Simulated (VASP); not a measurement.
Input of a VASP 6.6.1 run:

File INCAR:

```
  PREC = Accurate
  ENCUT = 600
  EDIFF = 1E-6
  ISMEAR = -1
  SIGMA = 0.05
  LREAL = F
  LASPH = T
  NELM = 100
  ALGO = Normal
  ISIF = 3
  LWAVE = F
  LCHARG = F
  GGA = B5
  ALDAX = 1.0
  AGGAX = 1.0
  AGGAC = 1.0
  ALDAC = 0.0
  IVDW = 12
  VDW_S6 = 1.0
  VDW_S8 = 2.6996
  VDW_A1 = 0.4298
  VDW_A2 = 4.2359
  IBRION = 2
  NSW = 80
  EDIFFG = -0.005
```

KPOINTS

```
regular mesh
0
Gamma
  12 12 12
```

POSCAR

```
Mo
1.0
   -1.5838089719      1.5838089719      1.5838089719
    1.5838089719     -1.5838089719      1.5838089719
    1.5838089719      1.5838089719     -1.5838089719
Mo
1
Direct
    0.0000000000      0.0000000000      0.0000000000
```

Potentials or basis: VASP PAW PBE potentials, release 64 (Mo_sv).

Command:

```bash
$ cat potpaw_PBE.64/Mo_sv/POTCAR > POTCAR
$ mpirun -np 1 vasp_std > vasp.out
```

Question: Estimate the relaxed volume.

Answer: 15.36 Å³/atom.

Question: Predict the band gap on the k mesh.

Answer: Zero (band 7 reaches 17.41 eV, above the bottom of band 8 at 11.96 eV).

Final structure:
```
Mo
1.0
    -1.56606    1.56606    1.56606
     1.56606   -1.56606    1.56606
     1.56606    1.56606   -1.56606
Mo
1
Direct
  0.00000 0.00000 0.00000
```

Caveat: the PAW data sets were made with another functional, which shifts forces and pressure a little; pairwise dispersion overbinds metals, which lowers pressure and volume.
